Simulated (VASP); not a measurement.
# Be (P6_3/mmc) in VASP: notebook

Be is run at these levels: PBE; tasks: single point.

Program: VASP 6.6.1. These are calculated values, not measurements. Logs are shortened: lines on timing, memory, paths and dates and some standing lists are left out, and cuts for length are marked.

## 1. The cell of the first run

Symmetry: P6_3/mmc, No. 194, hexagonal system. The conventional cell has a = 2.284 Å, b = 2.284 Å, c = 3.577 Å, α = 90.00°, β = 90.00°, γ = 120.00°. Within 2.9 Å of Be (site symmetry -6m2) lie 12 Be at 2.22 to 2.28 Å.

## 2. Single point, PBE (8.08 Å³/atom)

Input file INCAR:

```
SYSTEM = Be
ALGO = Normal ; EDIFF = 1E-7
ENCUT = 520 ; GGA = PE
ISIF = 2 ; ISMEAR = -1
LASPH = .True. ; LCHARG = .True.
LELF = .True. ; LREAL = .False.
LVHAR = .True. ; LWAVE = .False.
NBANDS = 9 ; NELM = 80
PREC = Accurate ; SIGMA = 0.05
```

Input file KPOINTS:

```
k-points
0
Gamma
  20 20 11
  0 0 0
```

Input file POSCAR:

```
Be
1.0
    2.2840686207      0.0000000000      0.0000000000
   -1.1420343104      1.9780614495      0.0000000000
    0.0000000000      0.0000000000      3.5767321577
Be
2
Direct
    0.3333333333      0.6666666667      0.2500000000
    0.6666666667      0.3333333333      0.7500000000
```

Potentials or basis: VASP PAW PBE potentials, release 64 (Be).

Started as:

```
$ cat potpaw_PBE.64/Be/POTCAR > POTCAR
$ mpirun -np 1 vasp_std > vasp.out
```

OUTCAR:

```text
SYSTEM = Be
   EDIFF = 1E-7
   ENCUT = 520
   GGA = PE
   ISIF = 2
   ISMEAR = -1
   LASPH = .True.
   LREAL = .False.
   NELM = 80
   PREC = Accurate

 ion  position               nearest neighbor table
   1  0.333  0.667  0.250-   2 2.22   2 2.22   2 2.22   2 2.22   2 2.22   2 2.22
   2  0.667  0.333  0.750-   1 2.22   1 2.22   1 2.22   1 2.22   1 2.22   1 2.22

  LATTYP: Found a hexagonal cell.
 ALAT       =     2.2840686207
 C/A-ratio  =     1.5659477676

  Lattice vectors:

 A1 = (   2.2840686207,   0.0000000000,   0.0000000000)
 A2 = (  -1.1420343104,   1.9780614495,   0.0000000000)
 A3 = (   0.0000000000,   0.0000000000,   3.5767321577)

Analysis of symmetry for initial positions (statically):
=====================================================================
 Subroutine PRICEL returns:
 Original cell was already a primitive cell.

 Routine SETGRP: Setting up the symmetry group for a
 hexagonal supercell.

 Subroutine GETGRP returns: Found 24 space group operations
 (whereof 12 operations were pure point group operations)
 out of a pool of 24 trial point group operations.

The static configuration has the point symmetry D_3d.
 The point group associated with its full space group is D_6h.

Analysis of symmetry for dynamics (positions and initial velocities):
=====================================================================
 Subroutine PRICEL returns:
 Original cell was already a primitive cell.

 Routine SETGRP: Setting up the symmetry group for a
 hexagonal supercell.

 Subroutine GETGRP returns: Found 24 space group operations
 (whereof 12 operations were pure point group operations)
 out of a pool of 24 trial point group operations.

The dynamic configuration has the point symmetry D_3d.
 The point group associated with its full space group is D_6h.

 Subroutine INISYM returns: Found 24 space group operations
 (whereof 12 operations are pure point group operations),
 and found     1 'primitive' translations

----------------------------------------------------------------------------------------

                                     Primitive cell

  volume of cell :      16.1598

  direct lattice vectors                    reciprocal lattice vectors
     2.284068621  0.000000000  0.000000000     0.437815218  0.252772734  0.000000000
    -1.142034310  1.978061449  0.000000000     0.000000000  0.505545467  0.000000000
     0.000000000  0.000000000  3.576732158     0.000000000  0.000000000  0.279584815

  length of vectors
     2.284068621  2.284068621  3.576732158     0.505545467  0.505545467  0.279584815

  position of ions in fractional coordinates (direct lattice)
     0.333333333  0.666666667  0.250000000
     0.666666667  0.333333333  0.750000000

  ion indices of the primitive-cell ions
   primitive index   ion index
                 1           1
                 2           2

----------------------------------------------------------------------------------------

 KPOINTS: k-points

Automatic generation of k-mesh.
 Grid dimensions read from file:
 generate k-points for:   20   20   11

 Generating k-lattice:

  Cartesian coordinates                     Fractional coordinates (reciprocal lattice)
     0.021890761  0.012638637  0.000000000     0.050000000 -0.000000000  0.000000000
     0.000000000  0.025277273  0.000000000     0.000000000  0.050000000  0.000000000
     0.000000000  0.000000000  0.025416801     0.000000000  0.000000000  0.090909091

  Length of vectors
     0.025277273  0.025277273  0.025416801

  Shift w.r.t. Gamma in fractional coordinates (k-lattice)
     0.000000000  0.000000000  0.000000000

 Subroutine IBZKPT returns following result:
 ===========================================

 Found    264 irreducible k-points:

 Following reciprocal coordinates:
            Coordinates               Weight
  0.000000  0.000000  0.000000      1.000000
  0.050000 -0.000000  0.000000      6.000000
  0.100000  0.000000  0.000000      6.000000
  0.150000 -0.000000  0.000000      6.000000
  0.200000  0.000000  0.000000      6.000000
  0.250000  0.000000  0.000000      6.000000
[... 16 lines left out ...]
  0.200000  0.100000  0.000000     12.000000
  0.250000  0.100000  0.000000     12.000000
 [... further k-points ...]
   k-points           NKPTS =    264   k-points in BZ     NKDIM =    264   number of bands    NBANDS=      9
   number of dos      NEDOS =    301   number of ions     NIONS =      2
   total plane-waves  NPLWV =   9072
   dimension x,y,z NGX =    18 NGY =   18 NGZ =   28
   dimension x,y,z NGXF=    36 NGYF=   36 NGZF=   56
   ions per type =               2
   NGX,Y,Z   is equivalent  to a cutoff of  13.10, 13.10, 13.01 a.u.
   NGXF,Y,Z  is equivalent  to a cutoff of  26.20, 26.20, 26.03 a.u.
 SYSTEM =  Be
   PREC   = accura    normal or accurate (medium, high low for compatibility)
   ISTART =      0    job   : 0-new  1-cont  2-samecut
   ICHARG =      2    charge: 1-file 2-atom 10-const
   ISPIN  =      1    spin polarized calculation?
   LNONCOLLINEAR =      F non collinear calculations
   LSORBIT =      F    spin-orbit coupling
   LASPH  =      T    aspherical Exc in radial PAW
   ENCUT  =  520.0 eV  38.22 Ry    6.18 a.u.   4.25  4.25  6.65*2*pi/ulx,y,z
   NELM   =     80;   NELMIN=  2; NELMDL= -5     # of ELM steps
   EDIFF  = 0.1E-06   stopping-criterion for ELM
   LREAL  =      F    real-space projection
   EDIFFG = 0.1E-05   stopping-criterion for IOM
   NSW    =      0    number of steps for IOM
   IBRION =     -1    ionic relax: 0-MD 1-quasi-New 2-CG
   NFREE  =      0    steps in history (QN), initial steepest desc. (CG)
   ISIF   =      2    stress and relaxation
   ISYM   =      2    0-nonsym 1-usesym 2-fastsym
   POTIM  = 0.5000    time-step for ionic-motion
   TEBEG  =    0.0;   TEEND  =   0.0 temperature during run
   PSTRESS=    0.0 pullay stress
   NELECT =       4.0000    total number of electrons
   NUPDOWN=      -1.0000    fix difference up-down
   EMIN   =  10.00;   EMAX   =-10.00  energy-range for DOS
   EFERMI =   0.00;   METHOD = LEGACY
   ISMEAR =    -1;   SIGMA  =   0.05  broadening in eV -4-tet -1-fermi 0-gaus
   EFERMI_NEDOS =   21; number of points for ismear=-14 and -15
   IALGO  =     38    algorithm
   IMIX   =      4    mixing-type and parameters
     AMIX     =   0.40;   BMIX     =  1.00
     AMIX_MAG =   1.60;   BMIX_MAG =  1.00
  volume/ion in A,a.u.               =       8.08        54.53
  Fermi-wavevector in a.u.,A,eV,Ry     =   1.027897  1.942444 14.375546  1.056573
  Thomas-Fermi vector in A             =   2.161866
   LORBIT       =      0    0 simple, 1 ext, 2 COOP (PROOUT), +10 PAW based schemes
   GGA     = PE    functional components
   LHFCALC =     F    Hartree Fock is set to
   AEXX    =    0.0000 exact exchange contribution
   IVDW    =     0    specifies the selected vdW correction
   LEPSILON=     F    determine dielectric tensor
   LRPA    =     F    only Hartree local field effects (RPA)
 non-spin polarized calculation
  energy-cutoff  :      520.00
  volume of cell :       16.16
 maximum number of plane-waves:       451
 NGX is ok and might be reduce to    18
   NGX =  9   NGY =  9   NGZ = 13

 number of electron       4.0000000 magnetization

 Free energy of the ion-electron system (eV)
  ---------------------------------------------------
  ext. energy  EPLUGINS =         0.00000000
  ---------------------------------------------------
  free energy    TOTEN  =        -7.53218269 eV

  energy without entropy =       -7.53129418  energy(sigma->0) =       -7.53173844

 E-fermi :   6.7675     XC(G=0): -10.5341

 val. band max:        6.7570756144   @ k =   0.3000   0.2000   0.0000
 cond. band min:       6.7995028259   @ k =   0.3000   0.3000   0.2727
 fundamental gap:      0.0424272114
 Fermi energy:         6.7674650911

 k-point     1 :       0.0000    0.0000    0.0000
  band No.  band energies     occupation
      1      -4.3834      2.00000
      2       2.5351      2.00000
      3       7.9820      0.00000
      4      22.4629      0.00000
      5      22.4629      0.00000
      6      25.2966      0.00000
      7      25.2966      0.00000
      8      27.5204      0.00000
      9      33.5216      0.00000

 k-point     2 :       0.0500   -0.0000    0.0000
  band No.  band energies     occupation
      1      -4.3123      2.00000
      2       2.6276      2.00000
      3       8.0041      0.00000
      4      21.8699      0.00000
      5      22.0108      0.00000
      6      25.3057      0.00000
      7      25.5472      0.00000
      8      27.3809      0.00000
      9      32.2608      0.00000

 k-point     3 :       0.1000    0.0000    0.0000
  band No.  band energies     occupation
      1      -4.0990      2.00000
      2       2.9046      2.00000
      3       8.0664      0.00000
      4      20.3797      0.00000
      5      21.0599      0.00000
      6      25.2751      0.00000
      7      25.8591      0.00000
      8      26.9096      0.00000
      9      30.3995      0.00000

 k-point     4 :       0.1500   -0.0000    0.0000
  band No.  band energies     occupation
      1      -3.7432      2.00000
      2       3.3656      2.00000
      3       8.1539      0.00000
      4      18.4742      0.00000
      5      20.0115      0.00000
      6      25.1007      0.00000
      7      25.8438      0.00000
      8      25.9686      0.00000
      9      28.4546      0.00000
[... 205 lines left out ...]
 k-point    22 :       0.1500    0.1000    0.0000
  band No.  band energies     occupation
      1      -3.0305      2.00000
      2       4.2842      2.00000
      3       8.2890      0.00000
      4      16.2046      0.00000
      5      17.6742      0.00000
      6      24.1439      0.00000
      7      24.4556      0.00000
      8      24.8548      0.00000
      9      28.8115      0.00000

 k-point    23 :       0.2000    0.1000    0.0000
  band No.  band energies     occupation
      1      -2.3889      2.00000
      2       5.1062      2.00000
      3       8.2867      0.00000
      4      14.4119      0.00000
      5      16.7832      0.00000
      6      22.3951      0.00000
      7      23.2663      0.00000
      8      24.3662      0.00000
      9      28.2427      0.00000

 k-point    24 :       0.2500    0.1000    0.0000
  band No.  band energies     occupation
      1      -1.6063      2.00000
      2       6.1029      2.00000
      3       8.0137      0.00000
      4      13.0224      0.00000
      5      15.9892      0.00000
      6      20.3782      0.00000
      7      21.9307      0.00000
      8      23.8982      0.00000
      9      27.5792      0.00000

 [... further k-points ...]

------------------------ aborting loop because EDIFF is reached ----------------------------------------

  FORCE on cell =-STRESS in cart. coord.  units (eV):
  Direction    XX          YY          ZZ          XY          YZ          ZX
  --------------------------------------------------------------------------------------
  -------------------------------------------------------------------------------------
  Total       -0.2440974     -0.2440974     -0.2150199      0.0000000     -0.0000000      0.0000000
  in kB      -24.2012807    -24.2012807    -21.3183678      0.0000000     -0.0000000      0.0000000
  external PRESSURE =     -23.2403097 kB  Pullay stress =       0.0000000 kB

 VOLUME and BASIS-vectors are now :
 -----------------------------------------------------------------------------
  energy-cutoff  :      520.00
  volume of cell :       16.16
      direct lattice vectors                 reciprocal lattice vectors
     2.284068621  0.000000000  0.000000000     0.437815218  0.252772734  0.000000000
    -1.142034310  1.978061449  0.000000000     0.000000000  0.505545467  0.000000000
     0.000000000  0.000000000  3.576732158     0.000000000  0.000000000  0.279584815

 POSITION                                       TOTAL-FORCE (eV/Angst)
 -----------------------------------------------------------------------------------
     -0.00000      1.31871      0.89418         0.000000     -0.000000      0.000000
      1.14203      0.65935      2.68255        -0.000000      0.000000      0.000000
 -----------------------------------------------------------------------------------
    total drift:                                0.000000     -0.000000      0.000000

  FREE ENERGIE OF THE ION-ELECTRON SYSTEM (eV)
  ---------------------------------------------------
  free  energy   TOTEN  =        -7.5321826867 eV

  energy  without entropy=       -7.5312941845  energy(sigma->0) =       -7.53173844
```

Wall time 13 s (1 thread of Intel Xeon 6975P-C (Granite Rapids), shared host); peak memory 0.14 GiB.

Results:

* Free energy: -7.5322 eV
* Pressure: -2.3 GPa
* Band gap on the k mesh: zero (bands 2 and 3 overlap by 1.41 eV)

## 3. Single point, PBE (z stretched by +4 % at fixed volume)

Input file INCAR:

```
SYSTEM = Be
PREC     = Accurate       ! precision mode
ENCUT    = 520            ! plane-wave cutoff, eV
EDIFF    = 1E-6           ! SCF threshold, eV
ISMEAR   = -1             ! smearing method
SIGMA    = 0.05           ! smearing width, eV
LREAL    = .FALSE.        ! projectors in reciprocal space
LASPH    = .TRUE.         ! aspherical terms in the spheres
NELM     = 60             ! most SCF steps
ALGO     = Normal         ! electronic algorithm
ISIF     = 2              ! what is computed and relaxed
LWAVE    = .FALSE.        ! write WAVECAR
LCHARG   = .FALSE.        ! write CHGCAR
GGA      = PE             ! functional
NBANDS   = 9              ! bands
```

Input file KPOINTS:

```
Automatic mesh
0
G
  20 20 11
  0 0 0
```

Input file POSCAR:

```
Be
1.0
    2.2548472101      0.0000000000      0.0000000000
   -1.1274236051      1.9527549656      0.0000000000
    0.0000000000      0.0000000000      3.7449360000
Be
2
Direct
    0.3333333333      0.6666666667      0.2500000000
    0.6666666667      0.3333333333      0.7500000000
```

Potentials or basis: VASP PAW PBE potentials, release 64 (Be).

Started as:

```
$ cat potpaw_PBE.64/Be/POTCAR > POTCAR
$ mpirun -np 1 vasp_std > vasp.out
```

Wall time 10 s (1 thread of Intel Xeon 6975P-C (Granite Rapids), shared host); peak memory 0.14 GiB.

It converged, with:

| Quantity | Value |
| --- | --- |
| Free energy | -7.4873 eV |
| Pressure | -4.8 GPa |
| Band gap on the k mesh | zero (bands 2 and 3 overlap by 0.98 eV) |

Stress tensor (GPa, compression positive):
```
  1.33   0.00   0.00
  0.00   1.33   0.00
  0.00   0.00 -17.02
```

Levels at points of the mesh, in eV from the Fermi level:
```
           k point  band 1  band 2  band 3  band 4  band 5
(0.00, 0.00, 0.00)  -11.17   -4.79    0.05   16.48   16.48
(0.50, 0.00, 0.00)   -4.73   -2.93    3.44    5.85    6.13
```

Caveat: the cell differs from its parent crystal (z stretched by +4 % at fixed volume); the cell stands under tension.

## 4. Single point, PBE (8.41 Å³/atom)

This run uses another cell than the first one, of 8.41 Å³/atom.

Input file INCAR:

```
SYSTEM = Be
  PREC = Accurate
  ENCUT = 520
  EDIFF = 1E-7
  ISMEAR = -1
  SIGMA = 0.05
  LREAL = .FALSE.
  LASPH = .TRUE.
  NELM = 80
  ALGO = Normal
  ISIF = 2
  LWAVE = .FALSE.
  LCHARG = .FALSE.
  GGA = PE
  NBANDS = 9
```

Input file KPOINTS:

```
regular mesh
0
G
  20 20 11
  0 0 0
```

Input file POSCAR:

```
Be
1.0
    2.3147309187      0.0000000000      0.0000000000
   -1.1573654594      2.0046157785      0.0000000000
    0.0000000000      0.0000000000      3.6247477149
Be
2
Direct
    0.3333333333      0.6666666667      0.2500000000
    0.6666666667      0.3333333333      0.7500000000
```

Started as:

```
$ cat potpaw_PBE.64/Be/POTCAR > POTCAR
$ mpirun -np 1 vasp_std > vasp.out
```

It took 13 s on 1 thread of Intel Xeon 6975P-C (Granite Rapids), shared host; peak memory 0.14 GiB.

The run converged. Its results:

| Quantity | Value |
| --- | --- |
| Free energy | -7.5135 eV |
| Pressure | -6.6 GPa |
| Band gap on the k mesh | zero (bands 2 and 3 overlap by 1.38 eV) |

Stress tensor (GPa, compression positive):
```
-6.52  0.00  0.00
 0.00 -6.52  0.00
 0.00  0.00 -6.89
```

Levels at points of the mesh, in eV from the Fermi level:
| k point | band 1 | band 2 | band 3 | band 4 | band 5 |
| --- | --- | --- | --- | --- | --- |
| (0.00, 0.00, 0.00) | -10.94 | -4.11 | 1.07 | 15.20 | 15.20 |
| (0.50, 0.00, 0.00) | -4.73 | -3.03 | 3.57 | 6.37 | 6.49 |

Caveat: the cell stands under tension.

## 5. Overview

```csv
cell,gap on the mesh (eV),pressure (GPa)
"a = 2.284, b = 2.284, c = 3.577 Å, angles 90.0, 90.0, 120.0°, 2 atoms",none,-2.3
"a = 2.255, b = 2.255, c = 3.745 Å, angles 90.0, 90.0, 120.0°, 2 atoms",none,-4.8
"a = 2.315, b = 2.315, c = 3.625 Å, angles 90.0, 90.0, 120.0°, 2 atoms",none,-6.6
```

Alike in all rows: task single point; level PBE; potentials or basis VASP PAW PBE potentials, release 64 (Be); no spin polarisation; k mesh 20 × 20 × 11; cutoff (eV) 520; smearing fermi-dirac 0.05 eV.

Caveats: the cell stands under tension (at least some runs).

Absolute energies hang on the potentials; compare differences alone.
